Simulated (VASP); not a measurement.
# SiC (I-4m2) in VASP: a series of runs, part 2 of 2

VASP 6.6.1. Earlier steps stand in the parts before.

### 3 Single point, PBE (strain +0.040 along x and y, +0.000 along z)

File INCAR:

```
ALGO = Normal ; EDIFF = 1E-6
ENCUT = 520 ; GGA = PE
ISIF = 2 ; ISMEAR = 0
LASPH = True ; LCHARG = False
LREAL = False ; LWAVE = False
NBANDS = 11 ; NELM = 100
PREC = Accurate ; SIGMA = 0.05
```

File KPOINTS:

```
k-points
0
Gamma
  12 12 12
```

File POSCAR:

```
SiC
1.0
    0.0000000000      2.2609600000      2.1740000000
    2.2609600000      0.0000000000      2.1740000000
    2.2609600000      2.2609600000      0.0000000000
Si C
1 1
Direct
    0.0000000000      0.0000000000      0.0000000000
    0.7500000000      0.7500000000      0.7500000000
```

Potentials or basis: VASP PAW PBE potentials, release 64 (Si, C).

The run is started by

```sh
$ cat potpaw_PBE.64/Si/POTCAR potpaw_PBE.64/C/POTCAR > POTCAR
$ mpirun -np 1 vasp_std > vasp.out
```

OUTCAR:

```text
EDIFF = 1E-6
   ENCUT = 520
   GGA = PE
   ISIF = 2
   ISMEAR = 0
   LASPH = True
   LREAL = False
   NELM = 100
   PREC = Accurate

 ion  position               nearest neighbor table
   1  0.000  0.000  0.000-   2 1.93   2 1.93   2 1.93   2 1.93
   2  0.750  0.750  0.750-   1 1.93   1 1.93   1 1.93   1 1.93

  LATTYP: Found a body centered tetragonal cell.
 ALAT       =     3.1974802960
 C/A-ratio  =     1.3598207331

  Lattice vectors:

 A1 = (   0.0000000000,  -2.2609600000,  -2.1740000000)
 A2 = (   0.0000000000,   2.2609600000,  -2.1740000000)
 A3 = (   2.2609600000,   0.0000000000,   2.1740000000)

Analysis of symmetry for initial positions (statically):
=====================================================================
 Subroutine PRICEL returns:
 Original cell was already a primitive cell.

 Routine SETGRP: Setting up the symmetry group for a
 body centered tetragonal supercell.

 Subroutine GETGRP returns: Found  8 space group operations
 (whereof  8 operations were pure point group operations)
 out of a pool of 16 trial point group operations.

The static configuration has the point symmetry D_2d.

Analysis of symmetry for dynamics (positions and initial velocities):
=====================================================================
 Subroutine PRICEL returns:
 Original cell was already a primitive cell.

 Routine SETGRP: Setting up the symmetry group for a
 body centered tetragonal supercell.

 Subroutine GETGRP returns: Found  8 space group operations
 (whereof  8 operations were pure point group operations)
 out of a pool of 16 trial point group operations.

The dynamic configuration has the point symmetry D_2d.

 Subroutine INISYM returns: Found  8 space group operations
 (whereof  8 operations are pure point group operations),
 and found     1 'primitive' translations

----------------------------------------------------------------------------------------

                                     Primitive cell

  volume of cell :      22.2267

  direct lattice vectors                    reciprocal lattice vectors
     0.000000000  2.260960000  2.174000000    -0.221145000  0.221145000  0.229990800
     2.260960000  0.000000000  2.174000000     0.221145000 -0.221145000  0.229990800
     2.260960000  2.260960000  0.000000000     0.221145000  0.221145000 -0.229990800

  length of vectors
     3.136593076  3.136593076  3.197480296     0.388208695  0.388208695  0.388208695

  position of ions in fractional coordinates (direct lattice)
     0.000000000  0.000000000  0.000000000
     0.750000000  0.750000000  0.750000000

  ion indices of the primitive-cell ions
   primitive index   ion index
                 1           1
                 2           2

----------------------------------------------------------------------------------------

 KPOINTS: k-points

Automatic generation of k-mesh.
 Grid dimensions read from file:
 generate k-points for:   12   12   12

 Generating k-lattice:

  Cartesian coordinates                     Fractional coordinates (reciprocal lattice)
    -0.018428750  0.018428750  0.019165900     0.083333333  0.000000000  0.000000000
     0.018428750 -0.018428750  0.019165900     0.000000000  0.083333333  0.000000000
     0.018428750  0.018428750 -0.019165900    -0.000000000 -0.000000000  0.083333333

  Length of vectors
     0.032350725  0.032350725  0.032350725

  Shift w.r.t. Gamma in fractional coordinates (k-lattice)
     0.000000000  0.000000000  0.000000000

 Subroutine IBZKPT returns following result:
 ===========================================

 Found    163 irreducible k-points:

 Following reciprocal coordinates:
            Coordinates               Weight
  0.000000  0.000000  0.000000      1.000000
  0.083333 -0.000000  0.000000      8.000000
  0.166667 -0.000000  0.000000      8.000000
  0.250000 -0.000000  0.000000      8.000000
  0.333333 -0.000000  0.000000      8.000000
  0.416667 -0.000000  0.000000      8.000000
[... 16 lines left out ...]
  0.500000  0.166667  0.000000      8.000000
 -0.416667  0.166667  0.000000      8.000000
 [... further k-points ...]
   k-points           NKPTS =    163   k-points in BZ     NKDIM =    163   number of bands    NBANDS=     11
   number of dos      NEDOS =    301   number of ions     NIONS =      2
   total plane-waves  NPLWV =  13824
   dimension x,y,z NGX =    24 NGY =   24 NGZ =   24
   dimension x,y,z NGXF=    48 NGYF=   48 NGZF=   48
   ions per type =               1   1
   NGX,Y,Z   is equivalent  to a cutoff of  12.72, 12.72, 12.48 a.u.
   NGXF,Y,Z  is equivalent  to a cutoff of  25.44, 25.44, 24.96 a.u.
 SYSTEM =  unknown system
   PREC   = accura    normal or accurate (medium, high low for compatibility)
   ISTART =      0    job   : 0-new  1-cont  2-samecut
   ICHARG =      2    charge: 1-file 2-atom 10-const
   ISPIN  =      1    spin polarized calculation?
   LNONCOLLINEAR =      F non collinear calculations
   LSORBIT =      F    spin-orbit coupling
   LASPH  =      T    aspherical Exc in radial PAW
   ENCUT  =  520.0 eV  38.22 Ry    6.18 a.u.   5.83  5.83  5.95*2*pi/ulx,y,z
   NELM   =    100;   NELMIN=  2; NELMDL= -5     # of ELM steps
   EDIFF  = 0.1E-05   stopping-criterion for ELM
   LREAL  =      F    real-space projection
[... 7 lines left out ...]
   TEBEG  =    0.0;   TEEND  =   0.0 temperature during run
   PSTRESS=    0.0 pullay stress
   NELECT =       8.0000    total number of electrons
   NUPDOWN=      -1.0000    fix difference up-down
   EMIN   =  10.00;   EMAX   =-10.00  energy-range for DOS
   EFERMI =   0.00;   METHOD = LEGACY
   ISMEAR =     0;   SIGMA  =   0.05  broadening in eV -4-tet -1-fermi 0-gaus
   EFERMI_NEDOS =   21; number of points for ismear=-14 and -15
   IALGO  =     38    algorithm
   IMIX   =      4    mixing-type and parameters
     AMIX     =   0.40;   BMIX     =  1.00
     AMIX_MAG =   1.60;   BMIX_MAG =  1.00
  volume/ion in A,a.u.               =      11.11        75.00
  Fermi-wavevector in a.u.,A,eV,Ry     =   1.164519  2.200621 18.450906  1.356103
  Thomas-Fermi vector in A             =   2.301055
   LORBIT       =      0    0 simple, 1 ext, 2 COOP (PROOUT), +10 PAW based schemes
   GGA     = PE    functional components
   LHFCALC =     F    Hartree Fock is set to
   AEXX    =    0.0000 exact exchange contribution
   IVDW    =     0    specifies the selected vdW correction
   LEPSILON=     F    determine dielectric tensor
   LRPA    =     F    only Hartree local field effects (RPA)
 non-spin polarized calculation
 Gauss-broadening in eV      SIGMA  =   0.05
  energy-cutoff  :      520.00
  volume of cell :       22.23
 maximum number of plane-waves:       612
   NGX = 11   NGY = 11   NGZ = 11

 number of electron       8.0000000 magnetization

 Free energy of the ion-electron system (eV)
  ---------------------------------------------------
  ext. energy  EPLUGINS =         0.00000000
  ---------------------------------------------------
  free energy    TOTEN  =       -15.00082573 eV

  energy without entropy =      -15.00082573  energy(sigma->0) =      -15.00082573

 E-fermi :   7.7958     XC(G=0): -11.0482

 val. band max:        7.4929913331   @ k =   0.0000   0.0000   0.0000
 cond. band min:       8.5322051172   @ k =   0.5000   0.5000   0.0000
 fundamental gap:      1.0392137842
 Fermi energy:         7.7958181726

 k-point     1 :       0.0000    0.0000    0.0000
  band No.  band energies     occupation
      1      -7.5268      2.00000
      2       7.2474      2.00000
      3       7.2474      2.00000
      4       7.4930      2.00000
      5      12.7163      0.00000
      6      14.0797      0.00000
      7      14.1997      0.00000
      8      14.1997      0.00000
      9      20.8660      0.00000
     10      21.9077      0.00000
     11      22.7267      0.00000

 k-point     2 :       0.0833   -0.0000    0.0000
  band No.  band energies     occupation
      1      -7.3985      2.00000
      2       6.5905      2.00000
      3       7.1420      2.00000
      4       7.3431      2.00000
      5      13.0162      0.00000
      6      14.1570      0.00000
      7      14.3563      0.00000
      8      14.3969      0.00000
      9      20.2600      0.00000
     10      21.0903      0.00000
     11      23.0063      0.00000
[... 295 lines left out ...]
 k-point    24 :      -0.4167    0.1667    0.0000
  band No.  band energies     occupation
      1      -3.9177      2.00000
      2      -0.3025      2.00000
      3       4.5861      2.00000
      4       5.6202      2.00000
      5      11.9367      0.00000
      6      14.6728      0.00000
      7      15.3000      0.00000
      8      17.9409      0.00000
      9      21.0301      0.00000
     10      22.2247      0.00000
     11      24.9930      0.00000

 [... further k-points ...]
[... 5 lines left out ...]
  --------------------------------------------------------------------------------------
  -------------------------------------------------------------------------------------
  Total       -1.9340830     -1.9340830     -0.6593724      0.0000000      0.0000000      0.0000000
  in kB     -139.4152840   -139.4152840    -47.5298084      0.0000000      0.0000000      0.0000000
  external PRESSURE =    -108.7867921 kB  Pullay stress =       0.0000000 kB

 VOLUME and BASIS-vectors are now :
 -----------------------------------------------------------------------------
  energy-cutoff  :      520.00
  volume of cell :       22.23
      direct lattice vectors                 reciprocal lattice vectors
     0.000000000  2.260960000  2.174000000    -0.221145000  0.221145000  0.229990800
     2.260960000  0.000000000  2.174000000     0.221145000 -0.221145000  0.229990800
     2.260960000  2.260960000  0.000000000     0.221145000  0.221145000 -0.229990800

 POSITION                                       TOTAL-FORCE (eV/Angst)
 -----------------------------------------------------------------------------------
      0.00000      0.00000      0.00000        -0.000000     -0.000000      0.000000
      3.39144      3.39144      3.26100         0.000000      0.000000     -0.000000
 -----------------------------------------------------------------------------------
    total drift:                               -0.000000     -0.000000      0.000000

  FREE ENERGIE OF THE ION-ELECTRON SYSTEM (eV)
  ---------------------------------------------------
  free  energy   TOTEN  =       -15.0008257319 eV

  energy  without entropy=      -15.0008257319  energy(sigma->0) =      -15.00082573
```

stdout:

```text
POSCAR found type information on POSCAR SiC
 POSCAR found :  2 types and       2 ions
 scaLAPACK will be used
 LDA part: xc-table for (Slater+PW92), standard interpolation
 POSCAR, INCAR and KPOINTS ok, starting setup
 FFT: planning ... GRIDC
 FFT: planning ... GRID_SOFT
 FFT: planning ... GRID
 WAVECAR not read
 entering main loop
```

It took 38 s on 1 thread of Intel Xeon 8259CL, shared host; peak memory 0.16 GiB.

Results:

| Quantity | Value |
| --- | --- |
| Free energy | -15.0008 eV |
| Pressure | -10.9 GPa |
| Band gap on the k mesh | 1.04 eV, indirect (least direct gap 4.42 eV) |

Caveat: the cell differs from its parent crystal (strain +0.040 along x and y, +0.000 along z). A k mesh can miss the band edges.
